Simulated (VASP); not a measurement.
# Be2Cd2S (I4/mmm) in VASP: a series of runs

Runs on Be2Cd2S. Level: PBE. Tasks: single point, relaxation of cell and atoms.

Everything below comes from runs of VASP 6.6.1. Logs are shortened: lines on timing, memory, paths and dates and some standing lists are left out, and cuts for length are marked.

## 1. The cell of the first run

It takes space group I4/mmm (No. 139, tetragonal). The conventional cell has a = 5.297 Å, b = 5.297 Å, c = 6.306 Å, α = 90.00°, β = 90.00°, γ = 90.00°. Within 2.7 Å of Be (site symmetry 4mm) lie 1 S at 2.04 Å and 1 Be at 2.22 Å. Within 3.5 Å of Cd (site symmetry mmm) lie 2 S at 2.65 Å and 8 Be at 2.87 to 3.34 Å and 2 Cd at 3.15 Å. S (site symmetry 4/mmm) has 2 Be at 2.04 Å and 4 Cd at 2.65 Å within 2.7 Å.

## 2. Single point, PBE

The input, INCAR:

```
SYSTEM = Be2Cd2S
ALGO     = Normal         ! electronic algorithm
EDIFF    = 1E-6           ! SCF threshold, eV
ENCUT    = 520            ! plane-wave cutoff, eV
GGA      = PE             ! functional
ISIF     = 2              ! what is computed and relaxed
ISMEAR   = 0              ! smearing method
LASPH    = .TRUE.         ! aspherical terms in the spheres
LCHARG   = .FALSE.        ! write CHGCAR
LREAL    = .FALSE.        ! projectors in reciprocal space
LWAVE    = .FALSE.        ! write WAVECAR
NBANDS   = 25             ! bands
NELM     = 100            ! most SCF steps
PREC     = Accurate       ! precision mode
SIGMA    = 0.1            ! smearing width, eV
```

The input, KPOINTS:

```
k-points
0
G
  4 4 4
  0 0 0
```

The input, POSCAR:

```
Be2Cd2S
1.0
   -2.6483936600      2.6483936600      3.1530879300
    2.6483936600     -2.6483936600      3.1530879300
    2.6483936600      2.6483936600     -3.1530879300
Be Cd S
2 2 1
Direct
    0.6760047600      0.6760047600      0.0000000000
    0.3239952400      0.3239952400      0.0000000000
    0.5000000000      0.0000000000      0.5000000000
    0.0000000000      0.5000000000      0.5000000000
    0.0000000000      0.0000000000      0.0000000000
```

Potentials or basis: VASP PAW PBE potentials, release 64 (Be, Cd, S).

Run with:

```
> cat potpaw_PBE.64/Be/POTCAR potpaw_PBE.64/Cd/POTCAR potpaw_PBE.64/S/POTCAR > POTCAR
> mpirun -np 1 vasp_std > vasp.out
```

OUTCAR:

```text
SYSTEM = Be2Cd2S
   EDIFF = 1E-6
   ENCUT = 520
   GGA = PE
   ISIF = 2
   ISMEAR = 0
   LASPH = .TRUE.
   LREAL = .FALSE.
   NELM = 100
   PREC = Accurate

 ion  position               nearest neighbor table
   1  0.676  0.676  0.000-   5 2.04   2 2.22   4 2.87   3 2.87   3 2.87   4 2.87
   2  0.324  0.324  0.000-   5 2.04   1 2.22   4 2.87   3 2.87   3 2.87   4 2.87
   3  0.500  0.000  0.500-   5 2.65   5 2.65   1 2.87   1 2.87   2 2.87   2 2.87   4 3.15   4 3.15
                             4 3.75   4 3.75   4 3.75   4 3.75
   4  0.000  0.500  0.500-   5 2.65   5 2.65   1 2.87   1 2.87   2 2.87   2 2.87   3 3.15   3 3.15
                             3 3.75   3 3.75   3 3.75   3 3.75
   5  0.000  0.000  0.000-   1 2.04   2 2.04   3 2.65   4 2.65   4 2.65   3 2.65

  LATTYP: Found a body centered tetragonal cell.
 ALAT       =     5.2967873200
 C/A-ratio  =     1.1905661827

  Lattice vectors:

 A1 = (  -2.6483936600,   2.6483936600,   3.1530879300)
 A2 = (   2.6483936600,  -2.6483936600,   3.1530879300)
 A3 = (   2.6483936600,   2.6483936600,  -3.1530879300)

Analysis of symmetry for initial positions (statically):
=====================================================================
 Subroutine PRICEL returns:
 Original cell was already a primitive cell.

 Routine SETGRP: Setting up the symmetry group for a
 body centered tetragonal supercell.

 Subroutine GETGRP returns: Found 16 space group operations
 (whereof 16 operations were pure point group operations)
 out of a pool of 16 trial point group operations.

The static configuration has the point symmetry D_4h.

Analysis of symmetry for dynamics (positions and initial velocities):
=====================================================================
 Subroutine PRICEL returns:
 Original cell was already a primitive cell.

 Routine SETGRP: Setting up the symmetry group for a
 body centered tetragonal supercell.

 Subroutine GETGRP returns: Found 16 space group operations
 (whereof 16 operations were pure point group operations)
 out of a pool of 16 trial point group operations.

The dynamic configuration has the point symmetry D_4h.

 Subroutine INISYM returns: Found 16 space group operations
 (whereof 16 operations are pure point group operations),
 and found     1 'primitive' translations

----------------------------------------------------------------------------------------

                                     Primitive cell

  volume of cell :      88.4629

  direct lattice vectors                    reciprocal lattice vectors
    -2.648393660  2.648393660  3.153087930     0.000000000  0.188793686  0.158574709
     2.648393660 -2.648393660  3.153087930     0.188793686  0.000000000  0.158574709
     2.648393660  2.648393660 -3.153087930     0.188793686  0.188793686  0.000000000

  length of vectors
     4.895910687  4.895910687  4.895910687     0.246554241  0.246554241  0.266994591

  position of ions in fractional coordinates (direct lattice)
     0.676004760  0.676004760  0.000000000
     0.323995240  0.323995240  0.000000000
     0.500000000  0.000000000  0.500000000
     0.000000000  0.500000000  0.500000000
     0.000000000  0.000000000  0.000000000

  ion indices of the primitive-cell ions
   primitive index   ion index
                 1           1
                 2           2
                 3           3
                 4           4
                 5           5

----------------------------------------------------------------------------------------

 KPOINTS: k-points

Automatic generation of k-mesh.
 Grid dimensions read from file:
 generate k-points for:    4    4    4

 Generating k-lattice:

  Cartesian coordinates                     Fractional coordinates (reciprocal lattice)
     0.000000000  0.047198421  0.039643677     0.250000000  0.000000000  0.000000000
     0.047198421  0.000000000  0.039643677     0.000000000  0.250000000  0.000000000
     0.047198421  0.047198421  0.000000000     0.000000000  0.000000000  0.250000000

  Length of vectors
     0.061638560  0.061638560  0.066748648

  Shift w.r.t. Gamma in fractional coordinates (k-lattice)
     0.000000000  0.000000000  0.000000000

 Subroutine IBZKPT returns following result:
 ===========================================

 Found     13 irreducible k-points:

 Following reciprocal coordinates:
            Coordinates               Weight
  0.000000  0.000000  0.000000      1.000000
  0.250000  0.000000  0.000000      8.000000
  0.500000  0.000000  0.000000      4.000000
  0.250000  0.250000  0.000000      8.000000
  0.500000  0.250000  0.000000     16.000000
 -0.250000  0.250000  0.000000      4.000000
  0.500000  0.500000  0.000000      2.000000
  0.250000  0.250000  0.250000      2.000000
 -0.250000  0.250000  0.250000      4.000000
  0.500000  0.500000  0.250000      4.000000
 -0.250000  0.500000  0.250000      8.000000
 -0.250000 -0.250000  0.250000      2.000000
  0.500000  0.500000  0.500000      1.000000
   k-points           NKPTS =     13   k-points in BZ     NKDIM =     13   number of bands    NBANDS=     25
   number of dos      NEDOS =    301   number of ions     NIONS =      5
   total plane-waves  NPLWV =  46656
   dimension x,y,z NGX =    36 NGY =   36 NGZ =   36
   dimension x,y,z NGXF=    72 NGYF=   72 NGZF=   72
   ions per type =               2   2   1
   NGX,Y,Z   is equivalent  to a cutoff of  12.22, 12.22, 12.22 a.u.
   NGXF,Y,Z  is equivalent  to a cutoff of  24.45, 24.45, 24.45 a.u.
 SYSTEM =  Be2Cd2S
   PREC   = accura    normal or accurate (medium, high low for compatibility)
   ISTART =      0    job   : 0-new  1-cont  2-samecut
   ICHARG =      2    charge: 1-file 2-atom 10-const
   ISPIN  =      1    spin polarized calculation?
   LNONCOLLINEAR =      F non collinear calculations
   LSORBIT =      F    spin-orbit coupling
   LASPH  =      T    aspherical Exc in radial PAW
   ENCUT  =  520.0 eV  38.22 Ry    6.18 a.u.   9.10  9.10  9.10*2*pi/ulx,y,z
   NELM   =    100;   NELMIN=  2; NELMDL= -5     # of ELM steps
   EDIFF  = 0.1E-05   stopping-criterion for ELM
   LREAL  =      F    real-space projection
   EDIFFG = 0.1E-04   stopping-criterion for IOM
   NSW    =      0    number of steps for IOM
   IBRION =     -1    ionic relax: 0-MD 1-quasi-New 2-CG
   NFREE  =      0    steps in history (QN), initial steepest desc. (CG)
   ISIF   =      2    stress and relaxation
   ISYM   =      2    0-nonsym 1-usesym 2-fastsym
   POTIM  = 0.5000    time-step for ionic-motion
   TEBEG  =    0.0;   TEEND  =   0.0 temperature during run
   PSTRESS=    0.0 pullay stress
   NELECT =      34.0000    total number of electrons
   NUPDOWN=      -1.0000    fix difference up-down
   EMIN   =  10.00;   EMAX   =-10.00  energy-range for DOS
   EFERMI =   0.00;   METHOD = LEGACY
   ISMEAR =     0;   SIGMA  =   0.10  broadening in eV -4-tet -1-fermi 0-gaus
   EFERMI_NEDOS =   21; number of points for ismear=-14 and -15
   IALGO  =     38    algorithm
   IMIX   =      4    mixing-type and parameters
     AMIX     =   0.40;   BMIX     =  1.00
     AMIX_MAG =   1.60;   BMIX_MAG =  1.00
  volume/ion in A,a.u.               =      17.69       119.40
  Fermi-wavevector in a.u.,A,eV,Ry     =   1.190275  2.249294 19.276126  1.416755
  Thomas-Fermi vector in A             =   2.326364
   LORBIT       =      0    0 simple, 1 ext, 2 COOP (PROOUT), +10 PAW based schemes
   GGA     = PE    functional components
   LHFCALC =     F    Hartree Fock is set to
   AEXX    =    0.0000 exact exchange contribution
   IVDW    =     0    specifies the selected vdW correction
   LEPSILON=     F    determine dielectric tensor
   LRPA    =     F    only Hartree local field effects (RPA)
 non-spin polarized calculation
 Gauss-broadening in eV      SIGMA  =   0.10
  energy-cutoff  :      520.00
  volume of cell :       88.46
 maximum number of plane-waves:      2402
   NGX = 19   NGY = 19   NGZ = 19

 number of electron      33.9999996 magnetization

 Free energy of the ion-electron system (eV)
  ---------------------------------------------------
  ext. energy  EPLUGINS =         0.00000000
  ---------------------------------------------------
  free energy    TOTEN  =       -11.43859412 eV

  energy without entropy =      -11.41713431  energy(sigma->0) =      -11.42786421

 E-fermi :   3.5952     XC(G=0): -10.1400

 val. band max:        3.5312180299   @ k =   0.5000   0.2500   0.0000
 cond. band min:       3.6578834208   @ k =  -0.2500   0.2500   0.2500
 fundamental gap:      0.1266653909
 Fermi energy:         3.5951722869

 k-point     1 :       0.0000    0.0000    0.0000
  band No.  band energies     occupation
      1     -10.9196      2.00000
      2      -5.3464      2.00000
      3      -5.2064      2.00000
      4      -5.2064      2.00000
      5      -5.1319      2.00000
      6      -5.0812      2.00000
[... 17 lines left out ...]
     24       8.3495      0.00000
     25       8.8769      0.00000

 k-point     2 :       0.2500    0.0000    0.0000
  band No.  band energies     occupation
      1     -10.7947      2.00000
      2      -5.2380      2.00000
      3      -5.1732      2.00000
      4      -5.1285      2.00000
      5      -5.1210      2.00000
      6      -5.0769      2.00000
[... 17 lines left out ...]
     24       9.8937      0.00000
     25      10.3109      0.00000

 k-point     3 :       0.5000    0.0000    0.0000
  band No.  band energies     occupation
      1     -10.6599      2.00000
      2      -5.3437      2.00000
      3      -5.0816      2.00000
      4      -4.9852      2.00000
      5      -4.9645      2.00000
      6      -4.9370      2.00000
[... 244 lines left out ...]
 k-point    12 :      -0.2500   -0.2500    0.2500
  band No.  band energies     occupation
      1     -10.8204      2.00000
      2      -5.1942      2.00000
      3      -5.0842      2.00000
      4      -4.9858      2.00000
      5      -4.9858      2.00000
      6      -4.9229      2.00000
[... 17 lines left out ...]
     24      10.4824      0.00000
     25      11.4666      0.00000

 k-point    13 :       0.5000    0.5000    0.5000
  band No.  band energies     occupation
      1     -10.7284      2.00000
      2      -5.2733      2.00000
      3      -5.1190      2.00000
      4      -5.0362      2.00000
      5      -5.0194      2.00000
      6      -5.0194      2.00000
[... 17 lines left out ...]
     24      11.7116      0.00000
     25      12.1043      0.00000

------------------------ aborting loop because EDIFF is reached ----------------------------------------

  FORCE on cell =-STRESS in cart. coord.  units (eV):
  Direction    XX          YY          ZZ          XY          YZ          ZX
  --------------------------------------------------------------------------------------
  -------------------------------------------------------------------------------------
  Total        3.6368160      3.6368160     -6.1640454      0.0000000      0.0000000      0.0000000
  in kB       65.8674369     65.8674369   -111.6388253      0.0000000      0.0000000      0.0000000
  external PRESSURE =       6.6986829 kB  Pullay stress =       0.0000000 kB

 VOLUME and BASIS-vectors are now :
 -----------------------------------------------------------------------------
  energy-cutoff  :      520.00
  volume of cell :       88.46
      direct lattice vectors                 reciprocal lattice vectors
    -2.648393660  2.648393660  3.153087930     0.000000000  0.188793686  0.158574709
     2.648393660 -2.648393660  3.153087930     0.188793686  0.000000000  0.158574709
     2.648393660  2.648393660 -3.153087930     0.188793686  0.188793686  0.000000000

 POSITION                                       TOTAL-FORCE (eV/Angst)
 -----------------------------------------------------------------------------------
      0.00000      0.00000      4.26300         0.000000      0.000000     -0.240368
      0.00000      0.00000      2.04317         0.000000      0.000000      0.240368
      0.00000      2.64839      0.00000        -0.000000     -0.000000     -0.000000
      2.64839      0.00000      0.00000        -0.000000     -0.000000      0.000000
      0.00000      0.00000      0.00000        -0.000000     -0.000000      0.000000
 -----------------------------------------------------------------------------------
    total drift:                                0.000000      0.000000     -0.000000

  FREE ENERGIE OF THE ION-ELECTRON SYSTEM (eV)
  ---------------------------------------------------
  free  energy   TOTEN  =       -11.4385941202 eV

  energy  without entropy=      -11.4171343063  energy(sigma->0) =      -11.42786421
```

Run time: 11 s. Hardware: 1 thread of Intel Xeon 6975P-C (Granite Rapids), shared host; peak memory 0.2 GiB.

Results:

| Item | Value |
| --- | --- |
| Free energy | -11.4386 eV |
| Pressure | 0.7 GPa |
| Largest force | 0.240 eV/Å |
| Band gap on the k mesh | zero (band 17 reaches 4.35 eV, above the bottom of band 18 at 3.07 eV) |

Forces on the atoms (eV/Å):
```
Be   0.000  0.000 -0.240
Be   0.000  0.000  0.240
Cd   0.000  0.000  0.000
Cd   0.000  0.000  0.000
S    0.000  0.000  0.000
```

Stress tensor (GPa, compression positive):
```
  6.59   0.00   0.00
  0.00   6.59   0.00
  0.00   0.00 -11.16
```

Caveat: the k points lie up to 0.42 Å⁻¹ apart.

[end of part 1 of 2]
